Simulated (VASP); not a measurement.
# Li16C (a cell with a defect) in VASP: further runs

The runs below take Li16C (a cell with a defect) through single point, with PBEsol.

Program: VASP 6.6.1. These are calculated values, not measurements. Logs are shortened: lines on timing, memory, paths and dates and some standing lists are left out, and cuts for length are marked.

### Step 1. The cell of the first run

The cell holds a defect, 17 atoms: a = 6.980 Å, b = 6.980 Å, c = 6.980 Å, α = 90.00°, β = 90.00°, γ = 90.00°.

### Step 2. Single point, PBEsol

INCAR

```
SYSTEM = Li16C
PREC = Accurate
ENCUT = 520
EDIFF = 1E-6
ISMEAR = 0
SIGMA = 0.1
LREAL = Auto
LASPH = .TRUE.
NELM = 80
ALGO = Normal
ISIF = 2
LWAVE = .FALSE.
LCHARG = .FALSE.
GGA = PS
NBANDS = 40
```

KPOINTS

```
regular mesh
0
G
  3 3 3
  0 0 0
```

POSCAR

```
Li16C
1.0
    6.9800000000      0.0000000000      0.0000000000
    0.0000000000      6.9800000000      0.0000000000
    0.0000000000      0.0000000000      6.9800000000
Li C
16 1
Direct
    0.0572686246      0.0004895415      0.0987173352
    0.4429737822      0.0004585960      0.1006242120
    0.0349239255      0.4998942693     -0.0417497135
   -0.0290126074     -0.0001272206      0.4665484241
    0.2497813754      0.2804836676      0.2836244986
    0.4663527221      0.4998541547     -0.0409180516
    0.5306512894     -0.0000975645      0.4653065903
    0.7521830946      0.2822356734      0.2266196275
   -0.0315451289      0.5007527221      0.5249704871
    0.2497893983      0.7203822350      0.2833954155
    0.2509826648      0.1929750716      0.6495946991
    0.5322381089      0.5007229226      0.5231111748
    0.7521699140      0.7179395415      0.2258252149
    0.7495802292      0.2152270774      0.7908964183
    0.2510186246      0.8069181948      0.6506515759
    0.7495709169      0.7851803725      0.7911270774
    0.2505899713      0.0004200573      0.3744593123
```

Potentials or basis: VASP PAW PBE potentials, release 64 (Li_sv, C).

The run is started by

```
> cat potpaw_PBE.64/Li_sv/POTCAR potpaw_PBE.64/C/POTCAR > POTCAR
> mpirun -np 1 vasp_std > vasp.out
```

OUTCAR:

```text
SYSTEM = Li16C
   PREC = Accurate
   ENCUT = 520
   EDIFF = 1E-6
   ISMEAR = 0
   LREAL = Auto
   LASPH = .TRUE.
   NELM = 80
   ISIF = 2
   GGA = PS

 ion  position               nearest neighbor table
   1  0.057  0.000  0.099-
   2  0.443  0.000  0.101-  17 2.34
   3  0.035  0.500  0.958-
   4  0.971  1.000  0.467-  17 2.05
   5  0.250  0.280  0.284-  17 2.06
   6  0.466  0.500  0.959-
   7  0.531  1.000  0.465-  17 2.06
   8  0.752  0.282  0.227-
   9  0.968  0.501  0.525-
  10  0.250  0.720  0.283-  17 2.06
  11  0.251  0.193  0.650-
  12  0.532  0.501  0.523-
  13  0.752  0.718  0.226-
  14  0.750  0.215  0.791-
  15  0.251  0.807  0.651-
  16  0.750  0.785  0.791-
  17  0.251  0.000  0.374-   4 2.05   5 2.06   7 2.06  10 2.06   2 2.34

  LATTYP: Found a simple cubic cell.
 ALAT       =     6.9800000000

  Lattice vectors:

 A1 = (   6.9800000000,   0.0000000000,   0.0000000000)
 A2 = (   0.0000000000,   6.9800000000,   0.0000000000)
 A3 = (   0.0000000000,   0.0000000000,   6.9800000000)

Analysis of symmetry for initial positions (statically):
=====================================================================
 Subroutine PRICEL returns:
 Original cell was already a primitive cell.

 Routine SETGRP: Setting up the symmetry group for a
 simple cubic supercell.

 Subroutine GETGRP returns: Found  1 space group operations
 (whereof  1 operations were pure point group operations)
 out of a pool of 48 trial point group operations.

The static configuration has the point symmetry C_1 .

Analysis of symmetry for dynamics (positions and initial velocities):
=====================================================================
 Subroutine PRICEL returns:
 Original cell was already a primitive cell.

 Routine SETGRP: Setting up the symmetry group for a
 simple cubic supercell.

 Subroutine GETGRP returns: Found  1 space group operations
 (whereof  1 operations were pure point group operations)
 out of a pool of 48 trial point group operations.

The dynamic configuration has the point symmetry C_1 .

 Subroutine INISYM returns: Found  1 space group operations
 (whereof  1 operations are pure point group operations),
 and found     1 'primitive' translations

[... 113 lines left out ...]
   EDIFF  = 0.1E-05   stopping-criterion for ELM
   LREAL  =      T    real-space projection
   EDIFFG = 0.1E-04   stopping-criterion for IOM
   NSW    =      0    number of steps for IOM
   IBRION =     -1    ionic relax: 0-MD 1-quasi-New 2-CG
   NFREE  =      0    steps in history (QN), initial steepest desc. (CG)
   ISIF   =      2    stress and relaxation
   ISYM   =      2    0-nonsym 1-usesym 2-fastsym
   POTIM  = 0.5000    time-step for ionic-motion
   TEBEG  =    0.0;   TEEND  =   0.0 temperature during run
   PSTRESS=    0.0 pullay stress
   NELECT =      52.0000    total number of electrons
   NUPDOWN=      -1.0000    fix difference up-down
   EMIN   =  10.00;   EMAX   =-10.00  energy-range for DOS
   EFERMI =   0.00;   METHOD = LEGACY
   ISMEAR =     0;   SIGMA  =   0.10  broadening in eV -4-tet -1-fermi 0-gaus
   EFERMI_NEDOS =   21; number of points for ismear=-14 and -15
   IALGO  =     38    algorithm
   IMIX   =      4    mixing-type and parameters
     AMIX     =   0.40;   BMIX     =  1.00
     AMIX_MAG =   1.60;   BMIX_MAG =  1.00
  volume/ion in A,a.u.               =      20.00       134.99
  Fermi-wavevector in a.u.,A,eV,Ry     =   0.875428  1.654319 10.427158  0.766374
  Thomas-Fermi vector in A             =   1.995098
   LORBIT       =      0    0 simple, 1 ext, 2 COOP (PROOUT), +10 PAW based schemes
   GGA     = PS    functional components
   LHFCALC =     F    Hartree Fock is set to
   AEXX    =    0.0000 exact exchange contribution
   IVDW    =     0    specifies the selected vdW correction
   LEPSILON=     F    determine dielectric tensor
   LRPA    =     F    only Hartree local field effects (RPA)
 non-spin polarized calculation
 Gauss-broadening in eV      SIGMA  =   0.10
  energy-cutoff  :      520.00
  volume of cell :      340.07
 maximum number of plane-waves:      9180
 NGX is ok and might be reduce to    54
   NGX = 25   NGY = 25   NGZ = 25

 number of electron      51.9999993 magnetization

 Free energy of the ion-electron system (eV)
  ---------------------------------------------------
  ext. energy  EPLUGINS =         0.00000000
  ---------------------------------------------------
  free energy    TOTEN  =       -39.22370741 eV

  energy without entropy =      -39.17101725  energy(sigma->0) =      -39.19736233

 E-fermi :   0.3775     XC(G=0):  -7.0085

 val. band max:        0.3416971360   @ k =  -0.3333   0.3333   0.3333
 cond. band min:       0.3901353179   @ k =   0.0000   0.0000   0.3333
 fundamental gap:      0.0484381819
 Fermi energy:         0.3775306437

 k-point     1 :       0.0000    0.0000    0.0000
  band No.  band energies     occupation
      1     -45.5809      2.00000
      2     -45.5745      2.00000
      3     -45.5718      2.00000
      4     -45.5703      2.00000
      5     -45.5648      2.00000
      6     -45.5589      2.00000
[... 563 lines left out ...]
     37       3.9994      0.00000
     38       4.4100      0.00000
 [bands above 38 left out]

------------------------ aborting loop because EDIFF is reached ----------------------------------------

  FORCE on cell =-STRESS in cart. coord.  units (eV):
  Direction    XX          YY          ZZ          XY          YZ          ZX
  --------------------------------------------------------------------------------------
  -------------------------------------------------------------------------------------
  Total       -1.5835625     -1.5704957     -3.9983286      0.0005095      0.0000602     -0.0088663
  in kB       -7.4606993     -7.3991368    -18.8374796      0.0024006      0.0002836     -0.0417723
  external PRESSURE =     -11.2324386 kB  Pullay stress =       0.0000000 kB

 VOLUME and BASIS-vectors are now :
 -----------------------------------------------------------------------------
  energy-cutoff  :      520.00
  volume of cell :      340.07
      direct lattice vectors                 reciprocal lattice vectors
     6.980000000  0.000000000  0.000000000     0.143266476  0.000000000  0.000000000
     0.000000000  6.980000000  0.000000000     0.000000000  0.143266476  0.000000000
     0.000000000  0.000000000  6.980000000     0.000000000  0.000000000  0.143266476

 POSITION                                       TOTAL-FORCE (eV/Angst)
 -----------------------------------------------------------------------------------
      0.39973      0.00342      0.68905         0.022565     -0.001533      0.004534
      3.09196      0.00320      0.70236        -0.011609     -0.001008     -0.011790
      0.24377      3.48926      6.68859        -0.003373      0.001163     -0.002038
      6.77749      6.97911      3.25651        -0.011642     -0.000023      0.008925
      1.74347      1.95778      1.97970         0.000077      0.002435     -0.013480
      3.25514      3.48898      6.69439         0.004488      0.001687     -0.000742
[... 9 lines left out ...]
      5.23200      5.48056      5.52207         0.002011     -0.011850      0.007966
      1.74912      0.00293      2.61373         0.000624     -0.002532      0.004980
 -----------------------------------------------------------------------------------
    total drift:                                0.002914      0.000855     -0.010162

  FREE ENERGIE OF THE ION-ELECTRON SYSTEM (eV)
  ---------------------------------------------------
  free  energy   TOTEN  =       -39.2237074050 eV

  energy  without entropy=      -39.1710172466  energy(sigma->0) =      -39.19736233
```

Run time: 5 min. Hardware: 1 thread of Intel Xeon Platinum 8488C (Sapphire Rapids), shared host; peak memory 0.41 GiB.

What came out:

```yaml
Free_energy: -39.2237 eV
Largest_force: 0.024 eV/Å
Band_gap_on_the_k_mesh: zero (bands 26 and 27 overlap by 0.19 eV)
```

Forces in eV/Å, atoms in the order of the input:
```
Li   0.023 -0.002  0.005
Li  -0.012 -0.001 -0.012
Li  -0.003  0.001 -0.002
Li  -0.012  0.000  0.009
Li   0.000  0.002 -0.013
Li   0.004  0.002 -0.001
Li   0.008  0.001  0.020
Li  -0.005 -0.002 -0.016
Li  -0.005 -0.004  0.010
Li   0.002 -0.005 -0.011
Li  -0.002 -0.016  0.000
Li   0.004 -0.001  0.013
Li  -0.007  0.002 -0.014
Li   0.001  0.013  0.008
Li   0.000  0.023 -0.007
Li   0.002 -0.012  0.008
C    0.001 -0.003  0.005
```

Caveat: the cutoff is under 1.25 times the usual one of these potentials, so pressure, stress and relaxed cells hold a basis-set (Pulay) error; the PAW data sets were made with another functional, which shifts forces and pressure a little.

### Step 3. Single point, PBEsol

INCAR

```
ALGO = Normal
EDIFF = 1E-6
ENCUT = 520
GGA = PS
ISIF = 2
ISMEAR = 0
LASPH = True
LCHARG = False
LREAL = Auto
LWAVE = False
NBANDS = 40
NELM = 60
PREC = Accurate
SIGMA = 0.1
```

KPOINTS

```
k-points
0
Gamma
  3 3 3
```

POSCAR is that of step 2.

Potentials or basis: VASP PAW PBE potentials, release 64 (Li_sv, C).

The run is started by

```
> cat potpaw_PBE.64/Li_sv/POTCAR potpaw_PBE.64/C/POTCAR > POTCAR
> mpirun -np 1 vasp_std > vasp.out
```

Wall time 4.3 min (1 thread of Intel Xeon Platinum 8488C (Sapphire Rapids), shared host); peak memory 0.42 GiB.

The run converged. Its results:

| Quantity | Value |
| --- | --- |
| Free energy | -39.2237 eV |
| Largest force | 0.024 eV/Å |
| Band gap on the k mesh | zero (bands 26 and 27 overlap by 0.19 eV) |

Forces on the atoms (eV/Å):
```
Li   0.023 -0.002  0.005
Li  -0.012 -0.001 -0.012
Li  -0.003  0.001 -0.002
Li  -0.012  0.000  0.009
Li   0.000  0.002 -0.013
Li   0.004  0.002 -0.001
Li   0.008  0.001  0.020
Li  -0.005 -0.002 -0.016
Li  -0.005 -0.004  0.010
Li   0.002 -0.005 -0.011
Li  -0.002 -0.016  0.000
Li   0.004 -0.001  0.013
Li  -0.007  0.002 -0.014
Li   0.001  0.013  0.008
Li   0.000  0.023 -0.007
Li   0.002 -0.012  0.008
C    0.001 -0.003  0.005
```

Levels at points of the mesh, in eV from the Fermi level:
```csv
k point,band 24,band 25,band 26,band 27,band 28,band 29
"(0.00, 0.00, 0.00)",-0.31,-0.15,0.15,0.15,0.57,0.64
```

Caveat: the cutoff is under 1.25 times the usual one of these potentials, so pressure, stress and relaxed cells hold a basis-set (Pulay) error; the PAW data sets were made with another functional, which shifts forces and pressure a little.

The gap in the log of VASP goes by the Fermi energy; the results here count the filled bands.